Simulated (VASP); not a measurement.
Wanted: the native input for a VASP 6.6.1 run.

```
Task                   : single point
Functional             : PBEsol
Potentials or basis    : VASP PAW PBE potentials, release 64 (Ca_sv)
Cutoff                 : 520 eV
k mesh                 : 11 × 11 × 11
Occupations            : fermi-dirac, width 0.05 eV
Spin                   : no spin polarisation
Dipole correction      : no
Further INCAR settings : ALGO = Normal; EDIFF = 1e-06; NBANDS = 11
```

The structure of Ca lies in POSCAR:

```
Ca
1.0
    0.0279420000      2.8081710000      2.8081710000
    2.8081710000      0.0279420000      2.8081710000
    2.8081710000      2.8081710000      0.0279420000
Ca
1
Direct
    0.0000000000      0.0000000000      0.0000000000
```

This cell differs from its parent crystal: equal xy, yz and zx shear strains of +1 %.

One way to write it, as run:

INCAR

```
ALGO = Normal ; EDIFF = 1E-6
ENCUT = 520 ; GGA = PS
ISIF = 2 ; ISMEAR = -1
LASPH = True ; LCHARG = False
LREAL = False ; LWAVE = False
NBANDS = 11 ; NELM = 60
PREC = Accurate ; SIGMA = 0.05
```

KPOINTS

```
k-points
0
Gamma
  11 11 11
```

Potentials or basis: VASP PAW PBE potentials, release 64 (Ca_sv).

Launch:

```console
$ cat potpaw_PBE.64/Ca_sv/POTCAR > POTCAR
$ mpirun -np 1 vasp_std > vasp.out
```

It gave:

```
Pressure               : -1.2 GPa
Band gap on the k mesh : zero (band 5 reaches 1.94 eV, above the bottom of band 6 at 1.57 eV)
```

Caveat: the cell differs from its parent crystal (equal xy, yz and zx shear strains of +1 %); the PAW data sets were made with another functional, which shifts forces and pressure a little.

It took 42 s on 1 thread of Intel(R) Xeon(R) Platinum 8259CL CPU @ 2.50GHz (Skylake/Cascade Lake), on a shared host, peak memory 0.21 GiB.
